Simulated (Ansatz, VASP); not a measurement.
**Cu in VASP and in Ansatz**

```
Cu
1.0
     0.00000    1.73520    1.95210
     1.73520    0.00000    1.95210
     1.73520    1.73520    0.00000
Cu
1
Direct
  0.00000 0.00000 0.00000
```

Change from the starting cell: strain -0.040 along x and y, +0.080 along z, atoms carried along.

Alike in both runs: task single point; functional PBEsol; k mesh 22 × 22 × 22; occupations gaussian, width 0.15 eV; no spin polarisation.

|  | VASP | Ansatz |
| --- | --- | --- |
| version | VASP 6.6.1 | Ansatz 0.2.0 |
| potentials or method | VASP PAW PBE potentials, release 64 (Cu), cutoff 520 eV | scalar-relativistic, plane waves, PAW |
| valence electrons in the cell | 11 | 19 |

|  | VASP | Ansatz | Ansatz less VASP |
| --- | --- | --- | --- |
| gap on the k mesh at the Fermi level (eV) | none | none | - |
| pressure (GPa) | -4.5 | -5.2 | -0.67 |
| traceless stress, the component that is largest in VASP (GPa) | -6.38 | -6.39 | -0.005 |

VASP's potentials were made for PBE, not for PBEsol. A gap of «none» marks a metal or a gap that the smearing closes. VASP's potentials hold 11 valence electrons a cell and Ansatz's 19, so a difference there can come from the potentials and not from the codes.
